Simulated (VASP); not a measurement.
# AlSn4 (Cmmm) in VASP: a series of runs

Runs on AlSn4. Level: PBE. Tasks: single point, relaxation of cell and atoms.

All numbers are computed with VASP 6.6.1; they aren't measurements. Logs are shortened: lines on timing, memory, paths and dates and some standing lists are left out, and cuts for length are marked.

**1. The cell of the first run**

It takes space group Cmmm (No. 65, orthorhombic). Conventional cell: a = 7.707 Å, b = 9.243 Å, c = 3.512 Å, α = 90.00°, β = 90.00°, γ = 90.00°. Within 2.8 Å of Al (site symmetry mmm) lie 6 Sn at 2.15 to 2.42 Å. Within 2.8 Å of Sn (site symmetry m2m) lie 1 Al at 2.15 Å. Sn (site symmetry 2mm) has 2 Al at 2.42 Å within 3.2 Å.

**2. Single point, PBE**

INCAR reads:

```
SYSTEM = AlSn4
PREC = Accurate
ENCUT = 520
EDIFF = 1E-6
ISMEAR = 0
SIGMA = 0.1
LREAL = .False.
LASPH = .True.
NELM = 80
ALGO = Fast
ISIF = 2
LWAVE = .False.
LCHARG = .False.
GGA = PE
NBANDS = 38
```

KPOINTS reads:

```
Automatic mesh
0
Gamma
  4 4 6
  0 0 0
```

POSCAR reads:

```
AlSn4
1.0
    3.8536830600     -4.6215062300      0.0000000000
    3.8536830600      4.6215062300      0.0000000000
    0.0000000000      0.0000000000      3.5115995300
Al Sn
1 4
Direct
    0.5000000000      0.5000000000      0.5000000000
    0.7327440800      0.2672559200      0.5000000000
    0.2835574700      0.2835574700      0.0000000000
    0.7164425300      0.7164425300      0.0000000000
    0.2672559200      0.7327440800      0.5000000000
```

Potentials or basis: VASP PAW PBE potentials, release 64 (Al, Sn_d).

Command:

```bash
$ cat potpaw_PBE.64/Al/POTCAR potpaw_PBE.64/Sn_d/POTCAR > POTCAR
$ mpirun -np 1 vasp_std > vasp.out
```

OUTCAR:

```text
SYSTEM = AlSn4
   PREC = Accurate
   ENCUT = 520
   EDIFF = 1E-6
   ISMEAR = 0
   LREAL = .False.
   LASPH = .True.
   NELM = 80
   ISIF = 2
   GGA = PE

 ion  position               nearest neighbor table
   1  0.500  0.500  0.500-   2 2.15   5 2.15   4 2.42   3 2.42   3 2.42   4 2.42
   2  0.733  0.267  0.500-   1 2.15   3 3.24   4 3.24   3 3.24   4 3.24   3 3.74   3 3.74   4 3.74
                             4 3.74
   3  0.284  0.284  0.000-   1 2.42   1 2.42   5 3.24   2 3.24   2 3.24   5 3.24   4 3.34   5 3.74
                             5 3.74   2 3.74   2 3.74
   4  0.716  0.716  0.000-   1 2.42   1 2.42   5 3.24   2 3.24   2 3.24   5 3.24   3 3.34   2 3.74
                             5 3.74   5 3.74   2 3.74
   5  0.267  0.733  0.500-   1 2.15   3 3.24   4 3.24   3 3.24   4 3.24   3 3.74   3 3.74   4 3.74
                             4 3.74

  LATTYP: Found a base centered orthorhombic cell.
 ALAT       =     7.7073661200
 B/A-ratio  =     1.1992439851
 C/A-ratio  =     0.4556160270

  Lattice vectors:

 A1 = (   3.8536830600,  -4.6215062300,   0.0000000000)
 A2 = (   3.8536830600,   4.6215062300,   0.0000000000)
 A3 = (   0.0000000000,   0.0000000000,   3.5115995300)

Analysis of symmetry for initial positions (statically):
=====================================================================
 Subroutine PRICEL returns:
 Original cell was already a primitive cell.

 Routine SETGRP: Setting up the symmetry group for a
 base centered orthorhombic supercell.

 Subroutine GETGRP returns: Found  8 space group operations
 (whereof  8 operations were pure point group operations)
 out of a pool of  8 trial point group operations.

The static configuration has the point symmetry D_2h.

Analysis of symmetry for dynamics (positions and initial velocities):
=====================================================================
 Subroutine PRICEL returns:
 Original cell was already a primitive cell.

 Routine SETGRP: Setting up the symmetry group for a
 base centered orthorhombic supercell.

 Subroutine GETGRP returns: Found  8 space group operations
 (whereof  8 operations were pure point group operations)
 out of a pool of  8 trial point group operations.

The dynamic configuration has the point symmetry D_2h.

 Subroutine INISYM returns: Found  8 space group operations
 (whereof  8 operations are pure point group operations),
 and found     1 'primitive' translations

----------------------------------------------------------------------------------------

                                     Primitive cell

  volume of cell :     125.0819

  direct lattice vectors                    reciprocal lattice vectors
     3.853683060 -4.621506230  0.000000000     0.129746010 -0.108189836  0.000000000
     3.853683060  4.621506230  0.000000000     0.129746010  0.108189836  0.000000000
     0.000000000  0.000000000  3.511599530     0.000000000  0.000000000  0.284770513

  length of vectors
     6.017407495  6.017407495  3.511599530     0.168935099  0.168935099  0.284770513

  position of ions in fractional coordinates (direct lattice)
     0.500000000  0.500000000  0.500000000
     0.732744080  0.267255920  0.500000000
     0.283557470  0.283557470  0.000000000
     0.716442530  0.716442530  0.000000000
     0.267255920  0.732744080  0.500000000

  ion indices of the primitive-cell ions
   primitive index   ion index
                 1           1
                 2           2
                 3           3
                 4           4
                 5           5

----------------------------------------------------------------------------------------

 KPOINTS: Automatic mesh

Automatic generation of k-mesh.
 Grid dimensions read from file:
 generate k-points for:    4    4    6

 Generating k-lattice:

  Cartesian coordinates                     Fractional coordinates (reciprocal lattice)
     0.032436502 -0.027047459  0.000000000     0.250000000  0.000000000  0.000000000
     0.032436502  0.027047459  0.000000000     0.000000000  0.250000000  0.000000000
     0.000000000  0.000000000  0.047461752     0.000000000  0.000000000  0.166666667

  Length of vectors
     0.042233775  0.042233775  0.047461752

  Shift w.r.t. Gamma in fractional coordinates (k-lattice)
     0.000000000  0.000000000  0.000000000

 Subroutine IBZKPT returns following result:
 ===========================================

 Found     28 irreducible k-points:

 Following reciprocal coordinates:
            Coordinates               Weight
  0.000000  0.000000  0.000000      1.000000
  0.250000 -0.000000  0.000000      4.000000
  0.500000 -0.000000  0.000000      2.000000
  0.250000  0.250000  0.000000      2.000000
  0.500000  0.250000  0.000000      4.000000
 -0.250000  0.250000  0.000000      2.000000
[... 16 lines left out ...]
  0.250000 -0.000000  0.500000      4.000000
  0.500000 -0.000000  0.500000      2.000000
 [... further k-points ...]
   k-points           NKPTS =     28   k-points in BZ     NKDIM =     28   number of bands    NBANDS=     38
   number of dos      NEDOS =    301   number of ions     NIONS =      5
   total plane-waves  NPLWV =  64512
   dimension x,y,z NGX =    48 NGY =   48 NGZ =   28
   dimension x,y,z NGXF=    96 NGYF=   96 NGZF=   56
   ions per type =               1   4
   NGX,Y,Z   is equivalent  to a cutoff of  13.26, 13.26, 13.26 a.u.
   NGXF,Y,Z  is equivalent  to a cutoff of  26.52, 26.52, 26.51 a.u.
 SYSTEM =  AlSn4
   PREC   = accura    normal or accurate (medium, high low for compatibility)
   ISTART =      0    job   : 0-new  1-cont  2-samecut
   ICHARG =      2    charge: 1-file 2-atom 10-const
   ISPIN  =      1    spin polarized calculation?
   LNONCOLLINEAR =      F non collinear calculations
   LSORBIT =      F    spin-orbit coupling
   LASPH  =      T    aspherical Exc in radial PAW
   ENCUT  =  520.0 eV  38.22 Ry    6.18 a.u.  11.19 11.19  6.53*2*pi/ulx,y,z
   NELM   =     80;   NELMIN=  2; NELMDL= -5     # of ELM steps
   EDIFF  = 0.1E-05   stopping-criterion for ELM
   LREAL  =      F    real-space projection
   EDIFFG = 0.1E-04   stopping-criterion for IOM
   NSW    =      0    number of steps for IOM
   IBRION =     -1    ionic relax: 0-MD 1-quasi-New 2-CG
   NFREE  =      0    steps in history (QN), initial steepest desc. (CG)
   ISIF   =      2    stress and relaxation
   ISYM   =      2    0-nonsym 1-usesym 2-fastsym
   POTIM  = 0.5000    time-step for ionic-motion
   TEBEG  =    0.0;   TEEND  =   0.0 temperature during run
   PSTRESS=    0.0 pullay stress
   NELECT =      59.0000    total number of electrons
   NUPDOWN=      -1.0000    fix difference up-down
   EMIN   =  10.00;   EMAX   =-10.00  energy-range for DOS
   EFERMI =   0.00;   METHOD = LEGACY
   ISMEAR =     0;   SIGMA  =   0.10  broadening in eV -4-tet -1-fermi 0-gaus
   EFERMI_NEDOS =   21; number of points for ismear=-14 and -15
   IALGO  =     68    algorithm
   IMIX   =      4    mixing-type and parameters
     AMIX     =   0.40;   BMIX     =  1.00
     AMIX_MAG =   1.60;   BMIX_MAG =  1.00
  volume/ion in A,a.u.               =      25.02       168.82
  Fermi-wavevector in a.u.,A,eV,Ry     =   1.274365  2.408202 22.095962  1.624007
  Thomas-Fermi vector in A             =   2.407137
   LORBIT       =      0    0 simple, 1 ext, 2 COOP (PROOUT), +10 PAW based schemes
   GGA     = PE    functional components
   LHFCALC =     F    Hartree Fock is set to
   AEXX    =    0.0000 exact exchange contribution
   IVDW    =     0    specifies the selected vdW correction
   LEPSILON=     F    determine dielectric tensor
   LRPA    =     F    only Hartree local field effects (RPA)
 non-spin polarized calculation
 RMM-DIIS sequential band-by-band and
 Gauss-broadening in eV      SIGMA  =   0.10
  energy-cutoff  :      520.00
  volume of cell :      125.08
 maximum number of plane-waves:      3408
 NGX is ok and might be reduce to    48
   NGX = 23   NGY = 23   NGZ = 13

 number of electron      59.0000016 magnetization

 Free energy of the ion-electron system (eV)
  ---------------------------------------------------
  ext. energy  EPLUGINS =         0.00000000
  ---------------------------------------------------
  free energy    TOTEN  =       -12.08611466 eV

  energy without entropy =      -12.07059949  energy(sigma->0) =      -12.07835708

 E-fermi :   7.6847     XC(G=0): -10.0825

 val. band max:        7.6380604215   @ k =  -0.2500   0.2500   0.3333
 cond. band min:       7.7005520177   @ k =   0.5000   0.5000   0.5000
 fundamental gap:      0.0624915963
 Fermi energy:         7.6847077234

 k-point     1 :       0.0000    0.0000    0.0000
  band No.  band energies     occupation
      1     -13.9946      2.00000
      2     -13.9337      2.00000
      3     -13.8681      2.00000
      4     -13.8157      2.00000
      5     -13.8064      2.00000
      6     -13.8035      2.00000
[... 30 lines left out ...]
     37      13.7978      0.00000
     38      13.8121      0.00000

 k-point     2 :       0.2500   -0.0000    0.0000
  band No.  band energies     occupation
      1     -13.9908      2.00000
      2     -13.9349      2.00000
      3     -13.8630      2.00000
      4     -13.8119      2.00000
      5     -13.8001      2.00000
      6     -13.7985      2.00000
[... 30 lines left out ...]
     37      13.6235      0.00000
     38      13.8412      0.00000

 k-point     3 :       0.5000   -0.0000    0.0000
  band No.  band energies     occupation
      1     -13.9867      2.00000
      2     -13.9364      2.00000
      3     -13.8577      2.00000
      4     -13.8089      2.00000
      5     -13.7943      2.00000
      6     -13.7896      2.00000
[... 30 lines left out ...]
     37      13.6278      0.00000
     38      13.7216      0.00000

 k-point     4 :       0.2500    0.2500    0.0000
  band No.  band energies     occupation
      1     -13.9878      2.00000
      2     -13.9352      2.00000
      3     -13.8577      2.00000
      4     -13.8071      2.00000
      5     -13.7956      2.00000
      6     -13.7919      2.00000
[... 30 lines left out ...]
     37      13.8186      0.00000
     38      14.5908      0.00000
[... 703 lines left out ...]
      4     -13.8288      2.00000
      5     -13.8138      2.00000
      6     -13.8060      2.00000
[... 30 lines left out ...]
     37      13.6534      0.00000
     38      13.8917      0.00000

 k-point    23 :       0.2500   -0.0000    0.5000
  band No.  band energies     occupation
      1     -13.9941      2.00000
      2     -13.9071      2.00000
      3     -13.8622      2.00000
      4     -13.8367      2.00000
      5     -13.8194      2.00000
      6     -13.8169      2.00000
[... 30 lines left out ...]
     37      13.8391      0.00000
     38      14.7218      0.00000

 k-point    24 :       0.5000   -0.0000    0.5000
  band No.  band energies     occupation
      1     -13.9967      2.00000
      2     -13.9104      2.00000
      3     -13.8704      2.00000
      4     -13.8426      2.00000
      5     -13.8305      2.00000
      6     -13.8209      2.00000
[... 30 lines left out ...]
     37      12.9664      0.00000
     38      13.3262      0.00000

 [... further k-points ...]
[... 5 lines left out ...]
  --------------------------------------------------------------------------------------
  -------------------------------------------------------------------------------------
  Total       13.8633149     33.8689918     17.8058257      0.0000000      0.0000000      0.0000000
  in kB      177.5755452    433.8287565    228.0752638      0.0000000      0.0000000      0.0000000
  external PRESSURE =     279.8265218 kB  Pullay stress =       0.0000000 kB

 VOLUME and BASIS-vectors are now :
 -----------------------------------------------------------------------------
  energy-cutoff  :      520.00
  volume of cell :      125.08
      direct lattice vectors                 reciprocal lattice vectors
     3.853683060 -4.621506230  0.000000000     0.129746010 -0.108189836  0.000000000
     3.853683060  4.621506230  0.000000000     0.129746010  0.108189836  0.000000000
     0.000000000  0.000000000  3.511599530     0.000000000  0.000000000  0.284770513

 POSITION                                       TOTAL-FORCE (eV/Angst)
 -----------------------------------------------------------------------------------
      3.85368      0.00000      1.75580        -0.000000      0.000000      0.000000
      3.85368     -2.15126      1.75580        -0.000000     -8.189343     -0.000000
      2.18548      0.00000      0.00000        -4.556138      0.000000      0.000000
      5.52188      0.00000      0.00000         4.556138      0.000000     -0.000000
      3.85368      2.15126      1.75580        -0.000000      8.189343      0.000000
 -----------------------------------------------------------------------------------
    total drift:                                0.000000      0.000000     -0.000000

  FREE ENERGIE OF THE ION-ELECTRON SYSTEM (eV)
  ---------------------------------------------------
  free  energy   TOTEN  =       -12.0861146625 eV

  energy  without entropy=      -12.0705994897  energy(sigma->0) =      -12.07835708
```

It took 1.9 min on 1 thread of Intel Xeon Platinum 8259CL at 2.50GHz (Skylake/Cascade Lake), shared host; peak memory 0.3 GiB.

Results:

| Property | Result |
| --- | --- |
| Free energy | -12.0861 eV |
| Pressure | 28.0 GPa |
| Largest force | 8.189 eV/Å |

Forces in eV/Å, atoms in the order of the input:
```
Al   0.000  0.000  0.000
Sn   0.000 -8.189  0.000
Sn  -4.556  0.000  0.000
Sn   4.556  0.000  0.000
Sn   0.000  8.189  0.000
```

Levels at points of the mesh, in eV from the Fermi level:
| k point | band 26 | band 27 | band 28 | band 29 | band 30 | band 31 | band 32 | band 33 |
| --- | --- | --- | --- | --- | --- | --- | --- | --- |
| (0.00, 0.00, 0.00) | -4.19 | -2.79 | -0.50 | -0.38 | 2.34 | 3.30 | 3.42 | 3.70 |
| (0.50, 0.00, 0.00) | -2.94 | -1.13 | -0.27 | -0.05 | 1.16 | 1.32 | 2.64 | 3.83 |
| (0.50, 0.50, 0.00) | -1.39 | -0.76 | -0.09 | -0.08 | 0.99 | 1.07 | 2.40 | 2.76 |
| (0.00, 0.00, 0.50) | -2.84 | -2.79 | -2.25 | -1.34 | -0.34 | -0.29 | -0.16 | -0.06 |
| (0.50, 0.00, 0.50) | -3.39 | -3.14 | -1.51 | -1.06 | -0.41 | -0.37 | 0.73 | 2.07 |
| (0.50, 0.50, 0.50) | -4.30 | -3.89 | -3.08 | 0.02 | 1.44 | 1.89 | 1.93 | 2.33 |

Caveat: spin-orbit coupling is left out, which moves the levels of the heavy elements; forces of over 1 eV/Å act on the atoms, so gaps and moduli don't describe the material at rest.

(Continued in part 2 of 3.)
